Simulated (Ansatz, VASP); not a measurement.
NaY2B2: VASP beside Ansatz

The input INCAR:

```
PREC     = Accurate       # precision mode
ENCUT    = 600            # plane-wave cutoff, eV
EDIFF    = 1E-6           # SCF threshold, eV
ISMEAR   = 0              # smearing method
SIGMA    = 0.1            # smearing width, eV
LREAL    = False          # projectors in reciprocal space
LASPH    = True           # aspherical terms in the spheres
NELM     = 100            # most SCF steps
ALGO     = Normal         # electronic algorithm
ISIF     = 3              # what is computed and relaxed
LWAVE    = False          # write WAVECAR
LCHARG   = False          # write CHGCAR
GGA      = PE             # functional
IBRION   = 2              # ionic algorithm
NSW      = 90             # ionic steps
EDIFFG   = -0.04          # ionic threshold
```

File KPOINTS:

```
Automatic mesh
0
Gamma
  6 6 6
```

The input POSCAR:

```
NaY2B2
1.0
   -2.0625460486      2.0625460486      5.0674851463
    2.0625460486     -2.0625460486      5.0674851463
    2.0625460486      2.0625460486     -5.0674851463
Na Y B
1 2 2
Direct
    0.0000000000      0.0000000000      0.0000000000
    0.7500000000      0.2500000000      0.5000000000
    0.2500000000      0.7500000000      0.5000000000
    0.3880000000      0.3880000000      0.0000000000
    0.6120000000      0.6120000000      0.0000000000
```

Input for Ansatz:

```yaml
crystal:
  lattice:
    - [-2.0625460486, 2.0625460486, 5.0674851463]
    - [2.0625460486, -2.0625460486, 5.0674851463]
    - [2.0625460486, 2.0625460486, -5.0674851463]
  atoms:
    - { symbol: Na, position: [0.0, 0.0, 0.0] }
    - { symbol: "Y", position: [0.75, 0.25, 0.5] }
    - { symbol: "Y", position: [0.25, 0.75, 0.5] }
    - { symbol: B, position: [0.388, 0.388, 0.0] }
    - { symbol: B, position: [0.612, 0.612, 0.0] }
basis:
  ecutwfc: 420
kpoints:
  mp_grid: { grid: [6, 6, 6] }
hamiltonian:
  xc: pbe
scf:
  occupations: { method: gaussian, width: 0.1 }
  lower_state_search: "off"
output:
  forces: true
  stress: true
  eigenvalues: true
relax:
  adjacent_minimum: "off"
  f_tol: 0.04
  max_steps: 70
  cell: { stress_tol: 0.4 }
```

Alike in both runs: task relaxation of cell and atoms; functional PBE; k mesh 6 × 6 × 6; occupations gaussian, width 0.1 eV; no spin polarisation.

|  | VASP | Ansatz |
| --- | --- | --- |
| version | VASP 6.6.1 | Ansatz 0.2.0 |
| potentials or method | VASP PAW PBE potentials, release 64 (Na_pv, Y_sv, B), cutoff 600 eV | scalar-relativistic, plane waves, PAW |
| valence electrons in the cell | 35 | 37 |

Ansatz gave:

* gap on the k mesh at the Fermi level, each at its own relaxed structure (eV): none
* relaxed volume (Å³/atom): 19.58
* relaxed length of the cell vector where the two differ most in proportion (Å): 5.278

Question: What did VASP give for the same quantities?

Answer: gap on the k mesh at the Fermi level, each at its own relaxed structure (eV): none; relaxed volume (Å³/atom): 19.61; relaxed length of the cell vector where the two differ most in proportion (Å): 5.304.

A gap of «none» marks a metal or a gap that the smearing closes. VASP's potentials hold 35 valence electrons a cell and Ansatz's 37, so a difference there can come from the potentials and not from the codes.
